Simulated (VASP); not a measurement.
# CsH (Fm-3m) in VASP: notebook

Runs on CsH. Level: r2SCAN. Tasks: single point, relaxation of the atoms.

Program: VASP 6.6.1. These are calculated values, not measurements. Logs are shortened: lines on timing, memory, paths and dates and some standing lists are left out, and cuts for length are marked.

## (1) The cell of the first run

The structure is cubic, space group Fm-3m (No. 225). The conventional cell has a = 6.501 Å, b = 6.501 Å, c = 6.501 Å, α = 90.00°, β = 90.00°, γ = 90.00°. Cs (site symmetry m-3m) has 6 H at 3.25 Å within 4.3 Å. Within 4.3 Å of H (site symmetry m-3m) lie 6 Cs at 3.25 Å.

## (2) Single point, r2SCAN

POSCAR reads:

```
CsH
1.0
    0.0000000000      3.2505256800      3.2505256800
    3.2505256800      0.0000000000      3.2505256800
    3.2505256800      3.2505256800      0.0000000000
Cs H
1 1
Direct
    0.0000000000      0.0000000000      0.0000000000
    0.5000000000      0.5000000000      0.5000000000
```

INCAR.step1 reads:

```
ALGO     = Normal         # electronic algorithm
EDIFF    = 1E-4           # SCF threshold, eV
ENCUT    = 520            # plane-wave cutoff, eV
GGA      = PE             # functional
ISMEAR   = -1             # smearing method
LASPH    = True           # aspherical terms in the spheres
LCHARG   = False          # write CHGCAR
LREAL    = False          # projectors in reciprocal space
LWAVE    = True           # write WAVECAR
NBANDS   = 12             # bands
NELM     = 60             # most SCF steps
PREC     = Accurate       # precision mode
SIGMA    = 0.02           # smearing width, eV
```

INCAR.step2 reads:

```
ALGO     = Normal         # electronic algorithm
EDIFF    = 1E-6           # SCF threshold, eV
ENCUT    = 520            # plane-wave cutoff, eV
ISIF     = 2              # what is computed and relaxed
ISMEAR   = -1             # smearing method
ISTART   = 1            
LASPH    = True           # aspherical terms in the spheres
LCHARG   = True           # write CHGCAR
LELF     = True           # ELF
LMIXTAU  = True         
LREAL    = False          # projectors in reciprocal space
LVHAR    = True         
LWAVE    = False          # write WAVECAR
METAGGA  = R2SCAN         # meta-GGA
NBANDS   = 12             # bands
NELM     = 60             # most SCF steps
PREC     = Accurate       # precision mode
SIGMA    = 0.02           # smearing width, eV
```

KPOINTS reads:

```
k-points
0
Gamma
  8 8 8
```

Potentials or basis: VASP PAW PBE potentials, release 64 (Cs_sv, H).

Run with:

```
$ cat potpaw_PBE.64/Cs_sv/POTCAR potpaw_PBE.64/H/POTCAR > POTCAR
$ cp INCAR.step1 INCAR
$ mpirun -np 1 vasp_std > vasp.out
$ cp INCAR.step2 INCAR
$ mpirun -np 1 vasp_std > vasp.out
```

OUTCAR:

```text
EDIFF = 1E-6
   ENCUT = 520
   ISIF = 2
   ISMEAR = -1
   ISTART = 1
   LASPH = True
   LREAL = False
   METAGGA = R2SCAN
   NELM = 60
   PREC = Accurate

 ion  position               nearest neighbor table
   1  0.000  0.000  0.000-
   2  0.500  0.500  0.500-

  LATTYP: Found a face centered cubic cell.
 ALAT       =     6.5010513600

  Lattice vectors:

 A1 = (   0.0000000000,   3.2505256800,   3.2505256800)
 A2 = (   3.2505256800,   0.0000000000,   3.2505256800)
 A3 = (   3.2505256800,   3.2505256800,   0.0000000000)

Analysis of symmetry for initial positions (statically):
=====================================================================
 Subroutine PRICEL returns:
 Original cell was already a primitive cell.

 Routine SETGRP: Setting up the symmetry group for a
 face centered cubic supercell.

 Subroutine GETGRP returns: Found 48 space group operations
 (whereof 48 operations were pure point group operations)
 out of a pool of 48 trial point group operations.

The static configuration has the point symmetry O_h .

Analysis of symmetry for dynamics (positions and initial velocities):
=====================================================================
 Subroutine PRICEL returns:
 Original cell was already a primitive cell.

 Routine SETGRP: Setting up the symmetry group for a
 face centered cubic supercell.

 Subroutine GETGRP returns: Found 48 space group operations
 (whereof 48 operations were pure point group operations)
 out of a pool of 48 trial point group operations.

The dynamic configuration has the point symmetry O_h .

 Subroutine INISYM returns: Found 48 space group operations
 (whereof 48 operations are pure point group operations),
 and found     1 'primitive' translations

----------------------------------------------------------------------------------------

                                     Primitive cell

  volume of cell :      68.6896

  direct lattice vectors                    reciprocal lattice vectors
     0.000000000  3.250525680  3.250525680    -0.153821274  0.153821274  0.153821274
     3.250525680  0.000000000  3.250525680     0.153821274 -0.153821274  0.153821274
     3.250525680  3.250525680  0.000000000     0.153821274  0.153821274 -0.153821274

  length of vectors
     4.596937501  4.596937501  4.596937501     0.266426261  0.266426261  0.266426261

  position of ions in fractional coordinates (direct lattice)
     0.000000000  0.000000000  0.000000000
[... 87 lines left out ...]
   TEBEG  =    0.0;   TEEND  =   0.0 temperature during run
   PSTRESS=    0.0 pullay stress
   NELECT =      10.0000    total number of electrons
   NUPDOWN=      -1.0000    fix difference up-down
   EMIN   =  10.00;   EMAX   =-10.00  energy-range for DOS
   EFERMI =   0.00;   METHOD = LEGACY
   ISMEAR =    -1;   SIGMA  =   0.02  broadening in eV -4-tet -1-fermi 0-gaus
   EFERMI_NEDOS =   21; number of points for ismear=-14 and -15
   IALGO  =     38    algorithm
   IMIX   =      4    mixing-type and parameters
     AMIX     =   0.40;   BMIX     =  1.00
     AMIX_MAG =   1.60;   BMIX_MAG =  1.00
  volume/ion in A,a.u.               =      34.34       231.77
  Fermi-wavevector in a.u.,A,eV,Ry     =   0.861214  1.627459 10.091306  0.741690
  Thomas-Fermi vector in A             =   1.978835
   LORBIT       =      0    0 simple, 1 ext, 2 COOP (PROOUT), +10 PAW based schemes
   METAGGA = R2SCAN    functional components
   LHFCALC =     F    Hartree Fock is set to
   AEXX    =    0.0000 exact exchange contribution
   IVDW    =     0    specifies the selected vdW correction
   LEPSILON=     F    determine dielectric tensor
   LRPA    =     F    only Hartree local field effects (RPA)
 non-spin polarized calculation
  energy-cutoff  :      520.00
  volume of cell :       68.69
 maximum number of plane-waves:      1868
 NGX is ok and might be reduce to    36
   NGX = 17   NGY = 17   NGZ = 17

 number of electron      10.0000001 magnetization

 Free energy of the ion-electron system (eV)
  ---------------------------------------------------
  ext. energy  EPLUGINS =         0.00000000
  ---------------------------------------------------
  free energy    TOTEN  =       -28.98395575 eV

  energy without entropy =      -28.98395575  energy(sigma->0) =      -28.98395575

 E-fermi :   0.0648     XC(G=0):  -7.3285

 val. band max:       -0.3771099193   @ k =   0.5000   0.0000   0.0000
 cond. band min:       2.3462846827   @ k =   0.5000   0.0000   0.0000
 fundamental gap:      2.7233946020
 Fermi energy:         0.0648171102

 k-point     1 :       0.0000    0.0000    0.0000
  band No.  band energies     occupation
      1     -22.4381      2.00000
      2      -8.5783      2.00000
      3      -8.5783      2.00000
      4      -8.5783      2.00000
      5      -1.9101      2.00000
      6       5.3110      0.00000
      7       5.3110      0.00000
      8       5.3111      0.00000
      9       5.7446      0.00000
     10       7.1166      0.00000
     11       7.1166      0.00000
     12       8.7712      0.00000
[... 331 lines left out ...]
 k-point    24 :      -0.3750    0.2500    0.1250
  band No.  band energies     occupation
      1     -22.3643      2.00000
      2      -9.1753      2.00000
      3      -8.8324      2.00000
      4      -8.7145      2.00000
      5      -0.7062      2.00000
      6       3.0876      0.00000
      7       4.5146      0.00000
      8       5.4925      0.00000
      9       7.4573      0.00000
     10       7.6743      0.00000
     11       9.1014      0.00000
     12       9.2469      0.00000

 [... further k-points ...]

------------------------ aborting loop because EDIFF is reached ----------------------------------------

  FORCE on cell =-STRESS in cart. coord.  units (eV):
  Direction    XX          YY          ZZ          XY          YZ          ZX
  --------------------------------------------------------------------------------------
  -------------------------------------------------------------------------------------
  Total       -0.2037600     -0.2037600     -0.2037600      0.0000000      0.0000000      0.0000000
  in kB       -4.7526823     -4.7526823     -4.7526823      0.0000000      0.0000000      0.0000000
  external PRESSURE =      -4.7526823 kB  Pullay stress =       0.0000000 kB

 VOLUME and BASIS-vectors are now :
 -----------------------------------------------------------------------------
  energy-cutoff  :      520.00
  volume of cell :       68.69
      direct lattice vectors                 reciprocal lattice vectors
     0.000000000  3.250525680  3.250525680    -0.153821274  0.153821274  0.153821274
     3.250525680  0.000000000  3.250525680     0.153821274 -0.153821274  0.153821274
     3.250525680  3.250525680  0.000000000     0.153821274  0.153821274 -0.153821274

 POSITION                                       TOTAL-FORCE (eV/Angst)
 -----------------------------------------------------------------------------------
      0.00000      0.00000      0.00000         0.000000      0.000000     -0.000000
      3.25053      3.25053      3.25053        -0.000000      0.000000      0.000000
 -----------------------------------------------------------------------------------
    total drift:                               -0.000000      0.000000      0.000000

  FREE ENERGIE OF THE ION-ELECTRON SYSTEM (eV)
  ---------------------------------------------------
  free  energy   TOTEN  =       -28.9839557521 eV

  energy  without entropy=      -28.9839557521  energy(sigma->0) =      -28.98395575
```

OSZICAR.step1:

```text
N       E                     dE             d eps       ncg     rms          rms(c)
DAV:   1     0.454146141708E+02    0.45415E+02   -0.41066E+03   696   0.681E+02
DAV:   2    -0.158851565112E+01   -0.47003E+02   -0.45177E+02   880   0.109E+02
DAV:   3    -0.534851413063E+01   -0.37600E+01   -0.37543E+01   856   0.351E+01
DAV:   4    -0.537944707988E+01   -0.30933E-01   -0.30931E-01   796   0.368E+00
DAV:   5    -0.537958096041E+01   -0.13388E-03   -0.13388E-03   876   0.250E-01    0.375E+00
DAV:   6    -0.466571787111E+01    0.71386E+00   -0.56932E-01   800   0.275E+00    0.156E+00
DAV:   7    -0.452671179463E+01    0.13901E+00   -0.65059E-01   812   0.262E+00    0.687E-01
DAV:   8    -0.456110433458E+01   -0.34393E-01   -0.83679E-02   804   0.113E+00    0.483E-01
DAV:   9    -0.454995891843E+01    0.11145E-01   -0.21254E-02   800   0.591E-01    0.411E-02
DAV:  10    -0.455032083460E+01   -0.36192E-03   -0.33055E-03   756   0.213E-01    0.316E-02
DAV:  11    -0.455046018158E+01   -0.13935E-03   -0.42873E-04   784   0.902E-02    0.316E-02
DAV:  12    -0.455042614410E+01    0.34037E-04   -0.11566E-04   760   0.495E-02
   1 F= -.45504261E+01 E0= -.45504261E+01  d E =-.610960E-11
```

It took 85 s on 1 thread of Intel Xeon Platinum 8259CL at 2.50GHz (Skylake/Cascade Lake), shared host; peak memory 0.22 GiB.

Results:

```
Free energy            : -28.9840 eV
Pressure               : -0.5 GPa
Band gap on the k mesh : 2.72 eV, direct
```

Caveat: the PAW data sets were made with another functional, which shifts forces and pressure a little; spin-orbit coupling is left out, which moves the levels of the heavy elements.

## (3) Relaxation of the atoms, r2SCAN

This run uses another cell than the first one, of 31.75 Å³/atom, 0.925 times its volume.

POSCAR reads:

```
CsH
1.0
    0.0000000000      3.1666033800      3.1666033800
    3.1666033800      0.0000000000      3.1666033800
    3.1666033800      3.1666033800      0.0000000000
Cs H
1 1
Direct
    0.0000000000      0.0000000000      0.0000000000
    0.5000000000      0.5000000000      0.5000000000
```

INCAR.step1 reads:

```
SYSTEM = CsH
PREC = Accurate ; ENCUT = 520
ISMEAR = -1 ; SIGMA = 0.02
LREAL = .FALSE. ; LASPH = .TRUE.
NELM = 100 ; GGA = PE
ALGO = Normal ; EDIFF = 1E-4
LWAVE = .TRUE. ; LCHARG = .FALSE.
```

INCAR.step2 reads:

```
SYSTEM = CsH
PREC = Accurate ; ENCUT = 520
EDIFF = 1E-6 ; ISMEAR = -1
SIGMA = 0.02 ; LREAL = .FALSE.
LASPH = .TRUE. ; NELM = 100
ALGO = Normal ; ISIF = 2
LWAVE = .FALSE. ; LCHARG = .FALSE.
METAGGA = R2SCAN ; LMIXTAU = .TRUE.
IBRION = 2 ; NSW = 50
EDIFFG = -0.01 ; ISTART = 1
```

KPOINTS reads:

```
Automatic mesh
0
G
  8 8 8
  0 0 0
```

Potentials or basis: VASP PAW PBE potentials, release 64 (Cs_sv, H).

Run with:

```
$ cat potpaw_PBE.64/Cs_sv/POTCAR potpaw_PBE.64/H/POTCAR > POTCAR
$ cp INCAR.step1 INCAR
$ mpirun -np 1 vasp_std > vasp.out
$ cp INCAR.step2 INCAR
$ mpirun -np 1 vasp_std > vasp.out
```

Wall time 1.8 min (1 thread of Oxide Virtual Turin-like, shared host); peak memory 0.18 GiB.

Results (log left out):

* Free energy: -28.9873 eV
* Pressure after relaxing: 0.3 GPa
* Band gap on the k mesh: 2.64 eV, direct

Final structure:
```yaml
crystal:
  lattice:
    - [0.00000, 3.16660, 3.16660]
    - [3.16660, 0.00000, 3.16660]
    - [3.16660, 3.16660, 0.00000]
  atoms:
    - { symbol: Cs, position: [0.00000, 0.00000, 0.00000] }
    - { symbol: H, position: [0.50000, 0.50000, 0.50000] }
```

Levels at points of the mesh, in eV from the valence-band top:
```csv
k point,band 2,band 3,band 4,band 5,band 6,band 7,band 8,band 9
"(0.00, 0.00, 0.00)",-8.15,-8.15,-8.15,-1.69,5.69,5.69,5.69,6.41
"(0.50, 0.00, 0.00)",-9.03,-8.24,-8.24,0.00,2.64,5.24,5.24,7.86
"(0.50, 0.50, 0.00)",-8.89,-8.43,-8.43,-1.21,3.46,6.16,8.73,9.07
```

Caveat: the relaxation stopped at its first step, so nothing moved; the PAW data sets were made with another functional, which shifts forces and pressure a little; spin-orbit coupling is left out, which moves the levels of the heavy elements. r2SCAN opens gaps a little over a GGA but as a rule still falls short of measured ones.

## (4) Relaxation of the atoms, r2SCAN

This run uses another cell than the first one, of 32.40 Å³/atom, 0.943 times its volume.

POSCAR reads:

```
CsH
1.0
    0.0000000000      3.1880000000      3.1880000000
    3.1880000000      0.0000000000      3.1880000000
    3.1880000000      3.1880000000      0.0000000000
Cs H
1 1
Direct
    0.0000000000      0.0000000000      0.0000000000
    0.5000000000      0.5000000000      0.5000000000
```

INCAR.step1 reads:

```
ALGO = Normal
EDIFF = 1E-4
ENCUT = 520
GGA = PE
ISMEAR = -1
LASPH = True
LCHARG = False
LREAL = False
LWAVE = True
NELM = 80
PREC = Accurate
SIGMA = 0.02
```

INCAR.step2 reads:

```
ALGO = Normal
EDIFF = 1E-6
EDIFFG = -0.01
ENCUT = 520
IBRION = 2
ISIF = 2
ISMEAR = -1
ISTART = 1
LASPH = True
LCHARG = False
LMIXTAU = True
LREAL = False
LWAVE = False
METAGGA = R2SCAN
NELM = 80
NSW = 50
PREC = Accurate
SIGMA = 0.02
```

KPOINTS reads:

```
k-points
0
Gamma
  8 8 8
```

Run with:

```
$ cat potpaw_PBE.64/Cs_sv/POTCAR potpaw_PBE.64/H/POTCAR > POTCAR
$ cp INCAR.step1 INCAR
$ mpirun -np 1 vasp_std > vasp.out
$ cp INCAR.step2 INCAR
$ mpirun -np 1 vasp_std > vasp.out
```

Run time: 92 s. Hardware: 1 thread of Oxide Virtual Turin-like, shared host; peak memory 0.18 GiB.

The run converged. Its results:

```yaml
Free_energy: -28.9888 eV
Pressure_after_relaxing: 0.0 GPa
Band_gap_on_the_k_mesh: 2.66 eV, direct
```

Final structure:
```yaml
crystal:
  lattice:
    - [0.00000, 3.18800, 3.18800]
    - [3.18800, 0.00000, 3.18800]
    - [3.18800, 3.18800, 0.00000]
  atoms:
    - { symbol: Cs, position: [0.00000, 0.00000, 0.00000] }
    - { symbol: H, position: [0.50000, 0.50000, 0.50000] }
```

Levels at points of the mesh, in eV from the valence-band top:
```csv
k point,band 2,band 3,band 4,band 5,band 6,band 7,band 8,band 9
"(0.00, 0.00, 0.00)",-8.16,-8.16,-8.16,-1.65,5.69,5.69,5.69,6.33
"(0.50, 0.00, 0.00)",-9.00,-8.25,-8.25,0.00,2.66,5.25,5.25,7.79
"(0.50, 0.50, 0.00)",-8.87,-8.43,-8.43,-1.15,3.50,6.08,8.64,8.98
```

Caveat: the relaxation stopped at its first step, so nothing moved; the PAW data sets were made with another functional, which shifts forces and pressure a little; spin-orbit coupling is left out, which moves the levels of the heavy elements.

## (5) Relaxation of the atoms, r2SCAN

This run uses another cell than the first one, of 33.05 Å³/atom, 0.962 times its volume.

POSCAR reads:

```
CsH
1.0
    0.0000000000      3.2091132000      3.2091132000
    3.2091132000      0.0000000000      3.2091132000
    3.2091132000      3.2091132000      0.0000000000
Cs H
1 1
Direct
    0.0000000000      0.0000000000      0.0000000000
    0.5000000000      0.5000000000      0.5000000000
```

INCAR.step1 reads:

```
SYSTEM = CsH
PREC     = Accurate       ! precision mode
ENCUT    = 520            ! plane-wave cutoff, eV
ISMEAR   = -1             ! smearing method
SIGMA    = 0.02           ! smearing width, eV
LREAL    = .False.        ! projectors in reciprocal space
LASPH    = .True.         ! aspherical terms in the spheres
NELM     = 60             ! most SCF steps
GGA      = PE             ! functional
ALGO     = Normal         ! electronic algorithm
EDIFF    = 1E-4           ! SCF threshold, eV
LWAVE    = .True.         ! write WAVECAR
LCHARG   = .False.        ! write CHGCAR
```

INCAR.step2 reads:

```
SYSTEM = CsH
PREC     = Accurate       ! precision mode
ENCUT    = 520            ! plane-wave cutoff, eV
EDIFF    = 1E-6           ! SCF threshold, eV
ISMEAR   = -1             ! smearing method
SIGMA    = 0.02           ! smearing width, eV
LREAL    = .False.        ! projectors in reciprocal space
LASPH    = .True.         ! aspherical terms in the spheres
NELM     = 60             ! most SCF steps
ALGO     = Normal         ! electronic algorithm
ISIF     = 2              ! what is computed and relaxed
LWAVE    = .False.        ! write WAVECAR
LCHARG   = .False.        ! write CHGCAR
METAGGA  = R2SCAN         ! meta-GGA
LMIXTAU  = .True.       
IBRION   = 2              ! ionic algorithm
NSW      = 50             ! ionic steps
EDIFFG   = -0.01          ! ionic threshold
ISTART   = 1
```

KPOINTS reads:

```
regular mesh
0
Gamma
  8 8 8
  0 0 0
```

Run with:

```
$ cat potpaw_PBE.64/Cs_sv/POTCAR potpaw_PBE.64/H/POTCAR > POTCAR
$ cp INCAR.step1 INCAR
$ mpirun -np 1 vasp_std > vasp.out
$ cp INCAR.step2 INCAR
$ mpirun -np 1 vasp_std > vasp.out
```

Wall time 92 s (1 thread of Oxide Virtual Turin-like, shared host); peak memory 0.18 GiB.

The run converged. Its results:

```yaml
Free_energy: -28.9886 eV
Pressure_after_relaxing: -0.1 GPa
Band_gap_on_the_k_mesh: 2.69 eV, direct
```

Final structure:
```yaml
crystal:
  lattice:
    - [0.00000, 3.20911, 3.20911]
    - [3.20911, 0.00000, 3.20911]
    - [3.20911, 3.20911, 0.00000]
  atoms:
    - { symbol: Cs, position: [0.00000, 0.00000, 0.00000] }
    - { symbol: H, position: [0.50000, 0.50000, 0.50000] }
```

Levels at points of the mesh, in eV from the valence-band top:
| k point | band 3 | band 4 | band 5 | band 6 | band 7 | band 8 |
| --- | --- | --- | --- | --- | --- | --- |
| (0.00, 0.00, 0.00) | -8.17 | -8.17 | -1.61 | 5.69 | 5.69 | 5.69 |
| (0.50, 0.00, 0.00) | -8.26 | -8.26 | 0.00 | 2.69 | 5.26 | 5.26 |
| (0.50, 0.50, 0.00) | -8.43 | -8.43 | -1.09 | 3.54 | 6.00 | 8.54 |

Caveat: the relaxation stopped at its first step, so nothing moved; the PAW data sets were made with another functional, which shifts forces and pressure a little; spin-orbit coupling is left out, which moves the levels of the heavy elements.

## (6) Summary

| task | cell | gap on the mesh (eV) | pressure (GPa) |
| --- | --- | --- | --- |
| single point | a = 4.597 Å, angles 60.0°, 2 atoms | 2.72 | -0.5 |
| relaxation of the atoms | atoms relaxed from a = 4.478 Å, angles 60.0°, 2 atoms | 2.64 | 0.3 |
| relaxation of the atoms | atoms relaxed from a = 4.509 Å, angles 60.0°, 2 atoms | 2.66 | 0.0 |
| relaxation of the atoms | atoms relaxed from a = 4.538 Å, angles 60.0°, 2 atoms | 2.69 | -0.1 |

Alike in all rows: level r2SCAN; potentials or basis VASP PAW PBE potentials, release 64 (Cs_sv, H); no spin polarisation; k mesh 8 × 8 × 8; cutoff (eV) 520; smearing fermi-dirac 0.02 eV.

Caveats: the PAW data sets were made with another functional, which shifts forces and pressure a little; spin-orbit coupling is left out, which moves the levels of the heavy elements; the relaxation stopped at its first step, so nothing moved (some runs).

Total energies depend on the potentials used, so only differences within one code and one set of settings carry meaning.
